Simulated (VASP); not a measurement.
## Na2S: single point with r2SCAN

Crystal: Na2S.

```
CELL_PARAMETERS angstrom
0.00000 3.27350 3.27350
3.27350 0.00000 3.27350
3.27350 3.27350 0.00000
ATOMIC_POSITIONS crystal
Na 0.25000 0.25000 0.25000
Na 0.75000 0.75000 0.75000
S 0.00000 0.00000 0.00000
```

```json
{
 "Program": "VASP 6.6.1",
 "Task": "single point",
 "Functional": "r2SCAN",
 "Potentials or basis": "VASP PAW PBE potentials, release 64 (Na_pv, S)",
 "Cutoff": "550 eV",
 "k mesh": "6 × 6 × 6",
 "Occupations": "gaussian, width 0.01 eV",
 "Spin": "no spin polarisation"
}
```

```
Pressure               : -0.6 GPa
Band gap on the k mesh : 3.05 eV, direct
```

Levels at points of the mesh, in eV from the valence-band top:
```tsv
k point	band 6	band 7	band 8	band 9	band 10	band 11	band 12	band 13	band 14	band 15
(0.00, 0.00, 0.00)	-23.01	-10.55	0.00	0.00	0.00	3.05	8.41	8.41	8.41	9.82
(0.50, 0.00, 0.00)	-23.04	-10.31	-1.60	-0.12	-0.12	5.49	6.91	7.65	7.65	12.02
(0.50, 0.50, 0.00)	-23.00	-10.23	-1.41	-0.45	-0.45	4.19	6.72	9.29	10.50	10.50
```

Run time: 2.7 min on 1 thread of Intel Xeon 8259CL (shared host), peak memory 0.2 GiB.

Caveat: the PAW data sets were made with another functional, which shifts forces and pressure a little. r2SCAN opens gaps a little over a GGA but as a rule still falls short of measured ones.
